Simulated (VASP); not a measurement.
A run of VASP 6.6.1 is set up as follows.

Contents of INCAR:

```
PREC = Accurate
ENCUT = 520
EDIFF = 1E-7
ISMEAR = -1
SIGMA = 0.05
LREAL = F
LASPH = T
NELM = 80
ALGO = Fast
ISIF = 2
LWAVE = F
LCHARG = F
GGA = PS
NBANDS = 28
```

Contents of KPOINTS:

```
regular mesh
0
Gamma
  5 5 5
```

Contents of POSCAR:

```
CsBa3
1.0
    0.0000000000      4.6872609909      4.6872609909
    4.6872609909      0.0000000000      4.6872609909
    4.6872609909      4.6872609909      0.0000000000
Ba Cs
3 1
Direct
    0.5000000000      0.5000000000      0.5000000000
    0.7500000000      0.7500000000      0.7500000000
    0.2500000000      0.2500000000      0.2500000000
    0.0000000000      0.0000000000      0.0000000000
```

Potentials or basis: VASP PAW PBE potentials, release 64 (Ba_sv, Cs_sv).

Command:

```sh
$ cat potpaw_PBE.64/Ba_sv/POTCAR potpaw_PBE.64/Cs_sv/POTCAR > POTCAR
$ mpirun -np 1 vasp_std > vasp.out
```

Q: Predict the pressure.

A: 2.1 GPa.

Q: What does it give for the band gap on the k mesh?

A: Zero (an odd number of electrons rules out a gap without spin polarisation).

Caveat: the PAW data sets were made with another functional, which shifts forces and pressure a little; spin-orbit coupling is left out, which moves the levels of the heavy elements.
